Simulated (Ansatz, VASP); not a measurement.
## One calculation of PbF2, two programs

```
Pb F
1.0
     2.12108    1.22461    3.46602
    -2.12108    1.22461    3.46602
     0.00000   -2.44922    3.46602
Pb F
1 2
Direct
  0.00000 0.00000 0.00000
  0.24995 0.24995 0.24995
  0.75005 0.75005 0.75005
```

Alike in both runs: functional PBE; k mesh 10 × 10 × 10; occupations gaussian, width 0.05 eV; no spin polarisation.

Ansatz relaxed the structure, and its values are those at the end. VASP's run is a single point on that final structure, the one shown.

```csv
,VASP,Ansatz
version,VASP 6.6.1,Ansatz 0.2.0
potentials or method,"VASP PAW PBE potentials, release 64 (Pb_d, F), cutoff 520 eV","scalar-relativistic, plane waves, PAW"
valence electrons in the cell,28,28
```

```csv
,VASP,Ansatz,Ansatz less VASP
gap on the k mesh at the Fermi level (eV),4.43,4.43,+0.004
least direct gap on the mesh (eV),4.56,4.56,+0.002
pressure (GPa),-0.2,0.0,+0.21
```

Spin-orbit coupling is off throughout.
